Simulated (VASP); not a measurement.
# BaTiO3 (P1) in VASP: further runs, part 2 of 2

VASP 6.6.1.

### 3 Single point, PBEsol

File INCAR:

```
PREC = Accurate ; ENCUT = 520
EDIFF = 1E-6 ; ISMEAR = 0
SIGMA = 0.02 ; LREAL = False
LASPH = True ; NELM = 80
ALGO = Normal ; ISIF = 2
LWAVE = False ; LCHARG = False
GGA = PS ; NBANDS = 28
```

File KPOINTS:

```
regular mesh
0
Gamma
  2 2 2
```

File POSCAR:

```
BaTiO3
1.0
    2.8193782869      1.6423719920      2.2963980085
   -2.8265732902      1.6079329908      2.3294340357
   -0.0334225516     -3.2905616540      2.3412718630
Ba Ti O
1 1 3
Direct
    0.0026354493      0.0148621033      0.0353983570
    0.5181817518      0.5016307606      0.5229100921
    0.4831800789      0.4750976295      0.9688660862
    0.4779043671      0.9706272881      0.4676554668
    1.0205296430      0.4990537475      0.4955453533
```

Potentials or basis: VASP PAW PBE potentials, release 64 (Ba_sv, Ti_sv, O).

Launch:

```sh
$ cat potpaw_PBE.64/Ba_sv/POTCAR potpaw_PBE.64/Ti_sv/POTCAR potpaw_PBE.64/O/POTCAR > POTCAR
$ mpirun -np 1 vasp_std > vasp.out
```

Wall time 24 s (1 thread of Intel Xeon 8259CL, shared host); peak memory 0.17 GiB.

It converged, with:

```yaml
Free_energy: -41.3548 eV
Pressure: 3.0 GPa
Largest_force: 1.955 eV/Å
Band_gap_on_the_k_mesh: 1.97 eV (least direct gap 2.35 eV)
```

Forces in eV/Å, atoms in the order of the input:
```
Ba   0.349  0.387 -0.668
Ti  -0.524 -0.547  1.802
O    0.467  0.289  0.155
O    0.469  0.274  0.464
O   -0.761 -0.403 -1.753
```

Stress tensor (GPa, compression positive):
```
 0.96 -1.45  2.27
-1.45  3.54 -1.82
 2.27 -1.82  4.51
```

Levels at points of the mesh, in eV from the valence-band top:
| k point | band 17 | band 18 | band 19 | band 20 | band 21 | band 22 | band 23 | band 24 |
| --- | --- | --- | --- | --- | --- | --- | --- | --- |
| (0.00, 0.00, 0.00) | -1.24 | -0.65 | -0.46 | -0.38 | 1.97 | 2.35 | 2.70 | 4.20 |
| (0.50, 0.00, 0.00) | -1.85 | -1.60 | -1.28 | -1.04 | 2.68 | 3.62 | 3.69 | 4.44 |
| (0.00, 0.50, 0.00) | -1.78 | -1.56 | -1.06 | -0.93 | 2.37 | 3.27 | 3.68 | 4.30 |
| (0.50, 0.50, 0.00) | -1.70 | -1.02 | -0.89 | -0.07 | 3.60 | 3.72 | 3.99 | 4.62 |
| (0.00, 0.00, 0.50) | -2.01 | -1.73 | -0.73 | -0.73 | 2.12 | 3.55 | 3.77 | 4.20 |
| (0.50, 0.00, 0.50) | -1.61 | -0.98 | -0.86 | -0.15 | 3.64 | 3.79 | 4.00 | 4.88 |
| (0.00, 0.50, 0.50) | -1.67 | -0.85 | -0.83 | -0.24 | 3.44 | 3.61 | 3.87 | 4.90 |
| (0.50, 0.50, 0.50) | -2.32 | -0.30 | -0.12 | 0.00 | 4.02 | 4.20 | 4.22 | 6.24 |

Caveat: the k points lie up to 0.79 Å⁻¹ apart; the PAW data sets were made with another functional, which shifts forces and pressure a little; spin-orbit coupling is left out, which moves the levels of the heavy elements. A k mesh can miss the band edges.

### 4 Single point, PBEsol

File INCAR:

```
SYSTEM = BaTiO3
PREC = Accurate
ENCUT = 520
EDIFF = 1E-6
ISMEAR = 0
SIGMA = 0.02
LREAL = .FALSE.
LASPH = .TRUE.
NELM = 100
ALGO = Normal
ISIF = 2
LWAVE = .FALSE.
LCHARG = .FALSE.
GGA = PS
NBANDS = 28
```

File KPOINTS:

```
regular mesh
0
G
  4 4 4
  0 0 0
```

POSCAR is that of step 3.

Launch:

```sh
$ cat potpaw_PBE.64/Ba_sv/POTCAR potpaw_PBE.64/Ti_sv/POTCAR potpaw_PBE.64/O/POTCAR > POTCAR
$ mpirun -np 1 vasp_std > vasp.out
```

Run time: 98 s. Hardware: 1 thread of Intel Xeon 8259CL, shared host; peak memory 0.21 GiB.

The run converged. Its results:

```
Free energy            : -41.7185 eV
Pressure               : 1.8 GPa
Largest force          : 1.516 eV/Å
Band gap on the k mesh : 2.09 eV (least direct gap 2.46 eV)
```

Forces on the atoms (eV/Å):
```
Ba   0.390  0.454 -0.819
Ti  -0.603 -0.013  0.026
O    0.469  0.019  0.827
O    0.453  0.168  1.149
O   -0.709 -0.628 -1.183
```

Stress tensor (GPa, compression positive):
```
 0.03 -1.87  1.54
-1.87  2.30 -1.48
 1.54 -1.48  2.96
```

Levels at points of the mesh, in eV from the valence-band top:
```csv
k point,band 16,band 17,band 18,band 19,band 20,band 21,band 22,band 23,band 24,band 25
"(0.00, 0.00, 0.00)",-1.60,-1.21,-0.66,-0.46,-0.37,2.09,2.44,2.80,4.32,4.57
"(0.50, 0.00, 0.00)",-2.07,-1.84,-1.56,-1.25,-1.02,2.79,3.71,3.78,4.55,6.02
"(0.00, 0.50, 0.00)",-2.21,-1.71,-1.54,-1.07,-0.94,2.47,3.38,3.78,4.41,5.77
"(0.50, 0.50, 0.00)",-2.83,-1.68,-0.99,-0.88,-0.07,3.71,3.81,4.10,4.72,7.56
"(0.00, 0.00, 0.50)",-2.13,-1.96,-1.74,-0.74,-0.71,2.24,3.64,3.87,4.33,6.16
"(0.50, 0.00, 0.50)",-2.85,-1.56,-0.92,-0.82,-0.16,3.74,3.89,4.10,4.99,7.60
"(0.00, 0.50, 0.50)",-2.61,-1.70,-0.87,-0.86,-0.20,3.55,3.70,3.98,5.01,7.34
"(0.50, 0.50, 0.50)",-2.43,-2.28,-0.25,-0.13,0.00,4.12,4.30,4.32,6.30,6.67
```

Caveat: the PAW data sets were made with another functional, which shifts forces and pressure a little; spin-orbit coupling is left out, which moves the levels of the heavy elements. A k mesh can miss the band edges.

### 5 Single point, PBEsol (atoms moved at random and the cell strained at random)

File INCAR:

```
SYSTEM = BaTiO3
PREC = Accurate
ENCUT = 520
EDIFF = 1E-7
ISMEAR = 0
SIGMA = 0.02
LREAL = .False.
LASPH = .True.
NELM = 100
ALGO = Normal
ISIF = 2
LWAVE = .False.
LCHARG = .False.
GGA = PS
NBANDS = 28
```

File KPOINTS:

```
Automatic mesh
0
Gamma
  6 6 6
  0 0 0
```

POSCAR is that of step 4.

Launch:

```sh
$ cat potpaw_PBE.64/Ba_sv/POTCAR potpaw_PBE.64/Ti_sv/POTCAR potpaw_PBE.64/O/POTCAR > POTCAR
$ mpirun -np 1 vasp_std > vasp.out
```

Run time: 4.2 min. Hardware: 1 thread of Intel Xeon 8259CL, shared host; peak memory 0.32 GiB.

The run converged. Its results:

* Free energy: -41.7202 eV
* Pressure: 1.8 GPa
* Largest force: 1.502 eV/Å
* Band gap on the k mesh: 2.09 eV (least direct gap 2.46 eV)

Forces in eV/Å, atoms in the order of the input:
```
Ba   0.391  0.454 -0.823
Ti  -0.603 -0.012 -0.017
O    0.470  0.023  0.841
O    0.453  0.172  1.159
O   -0.710 -0.638 -1.160
```

Stress tensor (GPa, compression positive):
```
 0.05 -1.89  1.52
-1.89  2.31 -1.47
 1.52 -1.47  2.98
```

Levels at points of the mesh, in eV from the valence-band top:
```csv
k point,band 18,band 19,band 20,band 21,band 22,band 23
"(0.00, 0.00, 0.00)",-0.67,-0.46,-0.37,2.09,2.44,2.80
"(0.50, 0.00, 0.00)",-1.56,-1.25,-1.02,2.79,3.71,3.77
"(0.00, 0.50, 0.00)",-1.54,-1.07,-0.94,2.47,3.38,3.78
"(0.50, 0.50, 0.00)",-0.99,-0.88,-0.07,3.71,3.81,4.10
"(0.00, 0.00, 0.50)",-1.74,-0.74,-0.71,2.24,3.64,3.87
"(0.50, 0.00, 0.50)",-0.92,-0.82,-0.16,3.74,3.89,4.10
"(0.00, 0.50, 0.50)",-0.88,-0.86,-0.20,3.55,3.70,3.98
"(0.50, 0.50, 0.50)",-0.25,-0.13,0.00,4.12,4.30,4.32
```

Caveat: the cell differs from its parent crystal (atoms moved at random and the cell strained at random); the PAW data sets were made with another functional, which shifts forces and pressure a little; spin-orbit coupling is left out, which moves the levels of the heavy elements.

### 6 Single point, PBEsol

File INCAR:

```
PREC     = Accurate       # precision mode
ENCUT    = 520            # plane-wave cutoff, eV
EDIFF    = 1E-7           # SCF threshold, eV
ISMEAR   = 0              # smearing method
SIGMA    = 0.02           # smearing width, eV
LREAL    = False          # projectors in reciprocal space
LASPH    = True           # aspherical terms in the spheres
NELM     = 60             # most SCF steps
ALGO     = Normal         # electronic algorithm
ISIF     = 2              # what is computed and relaxed
LWAVE    = False          # write WAVECAR
LCHARG   = False          # write CHGCAR
GGA      = PS             # functional
NBANDS   = 28             # bands
```

File KPOINTS:

```
Automatic mesh
0
Gamma
  6 6 6
```

POSCAR is that of step 5.

Potentials or basis: VASP PAW PBE potentials, release 64 (Ba_sv, Ti_sv, O).

Launch:

```sh
$ cat potpaw_PBE.64/Ba_sv/POTCAR potpaw_PBE.64/Ti_sv/POTCAR potpaw_PBE.64/O/POTCAR > POTCAR
$ mpirun -np 1 vasp_std > vasp.out
```

It took 3.7 min on 1 thread of Intel Xeon 8259CL, shared host; peak memory 0.32 GiB.

Results (log left out):

- Free energy: -41.7202 eV
- Pressure: 1.8 GPa
- Largest force: 1.502 eV/Å
- Band gap on the k mesh: 2.09 eV (least direct gap 2.46 eV)

Forces on the atoms (eV/Å):
```
Ba   0.391  0.454 -0.823
Ti  -0.603 -0.012 -0.017
O    0.470  0.023  0.841
O    0.453  0.172  1.159
O   -0.710 -0.638 -1.160
```

Stress tensor (GPa, compression positive):
```
 0.05 -1.89  1.52
-1.89  2.31 -1.47
 1.52 -1.47  2.98
```

Levels at points of the mesh, in eV from the valence-band top:
```csv
k point,band 16,band 17,band 18,band 19,band 20,band 21,band 22,band 23,band 24,band 25
"(0.00, 0.00, 0.00)",-1.60,-1.21,-0.67,-0.46,-0.37,2.09,2.44,2.80,4.32,4.57
"(0.50, 0.00, 0.00)",-2.07,-1.84,-1.56,-1.25,-1.02,2.79,3.71,3.77,4.55,6.02
"(0.00, 0.50, 0.00)",-2.21,-1.71,-1.54,-1.07,-0.94,2.47,3.38,3.78,4.40,5.77
"(0.50, 0.50, 0.00)",-2.83,-1.68,-0.99,-0.88,-0.07,3.71,3.81,4.10,4.72,7.56
"(0.00, 0.00, 0.50)",-2.13,-1.96,-1.74,-0.74,-0.71,2.24,3.64,3.87,4.33,6.16
"(0.50, 0.00, 0.50)",-2.85,-1.56,-0.92,-0.82,-0.16,3.74,3.89,4.10,4.99,7.60
"(0.00, 0.50, 0.50)",-2.61,-1.71,-0.88,-0.86,-0.20,3.55,3.70,3.98,5.01,7.34
"(0.50, 0.50, 0.50)",-2.43,-2.28,-0.25,-0.13,0.00,4.12,4.30,4.32,6.30,6.67
```

Caveat: the PAW data sets were made with another functional, which shifts forces and pressure a little; spin-orbit coupling is left out, which moves the levels of the heavy elements. A k mesh can miss the band edges.

### 7 Summary

| k mesh | gap on the mesh (eV) | pressure (GPa) | largest force (eV/Å) |
| --- | --- | --- | --- |
| 1 × 1 × 1 | - | 39.3 | 20.94 |
| 2 × 2 × 2 | 1.97 | 3.0 | 1.95 |
| 4 × 4 × 4 | 2.09 | 1.8 | 1.52 |
| 6 × 6 × 6 | 2.09 | 1.8 | 1.50 |

Alike in all rows: task single point; level PBEsol; potentials or basis VASP PAW PBE potentials, release 64 (Ba_sv, Ti_sv, O); no spin polarisation; cell as given; cutoff (eV) 520; smearing gaussian 0.02 eV.

Caveats: some runs use coarse meshes; the PAW data sets were made with another functional, which shifts forces and pressure a little; spin-orbit coupling is left out, which moves the levels of the heavy elements.

Total energies depend on the potentials used, so only differences within one code and one set of settings carry meaning.
